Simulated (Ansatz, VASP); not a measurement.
One calculation of WS2, two programs

```
W S
1.0
     1.57900    0.91164    6.16333
    -1.57900    0.91164    6.16333
     0.00000   -1.82327    6.16333
W S
1 2
Cartesian
  0.0000 0.0000 0.0000
  0.0000 0.0000 13.8730
  0.0000 0.0000 10.9427
```

Alike in both runs: task single point; functional PBEsol; k mesh 12 × 12 × 12; occupations gaussian, width 0.05 eV; no spin polarisation.

|  | VASP | Ansatz |
| --- | --- | --- |
| version | VASP 6.6.1 | Ansatz 0.2.0 |
| potentials or method | VASP PAW PBE potentials, release 64 (W_sv, S), cutoff 520 eV | scalar-relativistic, plane waves, PAW |
| valence electrons in the cell | 26 | 26 |

```tsv
	VASP	Ansatz	Ansatz less VASP
gap on the k mesh at the Fermi level (eV)	0.37	0.34	-0.023
least direct gap on the mesh (eV)	1.61	1.60	-0.005
pressure (GPa)	12.2	12.0	-0.14
traceless stress, the component that is largest in VASP (GPa)	8.06	8.05	-0.012
rms of the force components (eV/Å)	1.726	1.716	-0.0100
```

VASP's potentials were made for PBE, not for PBEsol. Atom by atom the forces differ by 0.012 eV/Å (rms over components). The functional is the same, so the differences come from potentials, cutoffs and numerics.

Neither program's run includes spin-orbit coupling.
